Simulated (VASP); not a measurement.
Write the native input for VASP 6.6.1 that does the following.

* Task: single point
* Functional: LDA
* Potentials or basis: VASP PAW LDA potentials, release 64 (Be, Te)
* Cutoff: 520 eV
* k mesh: 12 × 12 × 12
* Occupations: fermi-dirac, width 0.08 eV
* Spin: no spin polarisation
* Dipole correction: no
* Further INCAR settings: ALGO = Normal; EDIFF = 1e-06; NBANDS = 11

The structure of BeTe lies in POSCAR:

```
BeTe
1.0
    2.7772249638      2.7772249638      0.0000000000
   -2.7772249638      2.7772249638      0.0000000000
    0.0000000000      2.7772249638      2.7772249638
Be Te
1 1
Direct
    0.0000000000      0.0000000000      0.0000000000
    0.7500000000      0.2500000000      0.5000000000
```

The input as run:

INCAR

```
SYSTEM = BeTe
ALGO = Normal ; EDIFF = 1E-6
ENCUT = 520 ; GGA = CA
ISIF = 2 ; ISMEAR = -1
LASPH = .TRUE. ; LCHARG = .TRUE.
LELF = .TRUE. ; LREAL = .FALSE.
LVHAR = .TRUE. ; LWAVE = .FALSE.
NBANDS = 11 ; NELM = 60
PREC = Accurate ; SIGMA = 0.08
```

KPOINTS

```
k-points
0
G
  12 12 12
  0 0 0
```

Potentials or basis: VASP PAW LDA potentials, release 64 (Be, Te).

Command:

```bash
$ cat potpaw_LDA.64/Be/POTCAR potpaw_LDA.64/Te/POTCAR > POTCAR
$ mpirun -np 1 vasp_std > vasp.out
```

It gave:

* Pressure: 0.3 GPa
* Band gap on the k mesh: 1.77 eV (least direct gap 3.55 eV)

Caveat: spin-orbit coupling is left out, which moves the levels of the heavy elements.

Wall time 28 s on 1 thread of Intel Xeon 8259CL, on a shared host, peak memory 0.17 GiB.
